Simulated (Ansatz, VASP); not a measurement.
**One calculation of PbS, two programs**

Contents of INCAR:

```
SYSTEM = PbS
ALGO     = Normal         ! electronic algorithm
EDIFF    = 1E-7           ! SCF threshold, eV
ENCUT    = 520            ! plane-wave cutoff, eV
GGA      = CA             ! functional
ISIF     = 2              ! what is computed and relaxed
ISMEAR   = 0              ! smearing method
LASPH    = .True.         ! aspherical terms in the spheres
LCHARG   = .False.        ! write CHGCAR
LREAL    = .False.        ! projectors in reciprocal space
LWAVE    = .False.        ! write WAVECAR
NBANDS   = 17             ! bands
NELM     = 60             ! most SCF steps
PREC     = Accurate       ! precision mode
SIGMA    = 0.02           ! smearing width, eV
```

File KPOINTS:

```
k-points
0
Gamma
  9 9 9
  0 0 0
```

File POSCAR:

```
PbS
1.0
    2.1860133202      1.2620953788      3.5717667841
   -2.1860133202      1.2620953788      3.5717667841
    0.0000000000     -2.5241907578      3.5717667841
Pb S
1 1
Direct
    0.9805657800      0.9805657800      0.9805657800
    0.4750355500      0.4750355500      0.4750355500
```

Input for Ansatz:

```yaml
crystal:
  lattice:
    - [2.1860133202, 1.2620953788, 3.5717667841]
    - [-2.1860133202, 1.2620953788, 3.5717667841]
    - [0.0, -2.5241907578, 3.5717667841]
  atoms:
    - { symbol: Pb, position: [0.98056578, 0.98056578, 0.98056578] }
    - { symbol: S, position: [0.47503555, 0.47503555, 0.47503555] }
basis:
  ecutwfc: 420
kpoints:
  mp_grid: { grid: [9, 9, 9] }
hamiltonian:
  xc: lda
scf:
  occupations: { method: gaussian, width: 0.02 }
output:
  forces: true
  stress: true
  eigenvalues: true
```

Alike in both runs: task single point; functional LDA; k mesh 9 × 9 × 9; occupations gaussian, width 0.02 eV; no spin polarisation.

|  | VASP | Ansatz |
| --- | --- | --- |
| version | VASP 6.6.1 | Ansatz 0.2.0 |
| potentials or method | VASP PAW LDA potentials, release 64 (Pb_d, S), cutoff 520 eV | scalar-relativistic, plane waves, PAW |
| valence electrons in the cell | 20 | 20 |

```tsv
	VASP	Ansatz	Ansatz less VASP
pressure (GPa)	-7.6	-7.6	-0.01
rms of the force components (eV/Å)	0.029	0.029	+0.0008
```

LDA's correlation is that of Perdew and Zunger in VASP and of Perdew and Wang (1992) in Ansatz. Atom by atom the forces differ by 0.001 eV/Å (rms over components).

Spin-orbit coupling is off throughout.
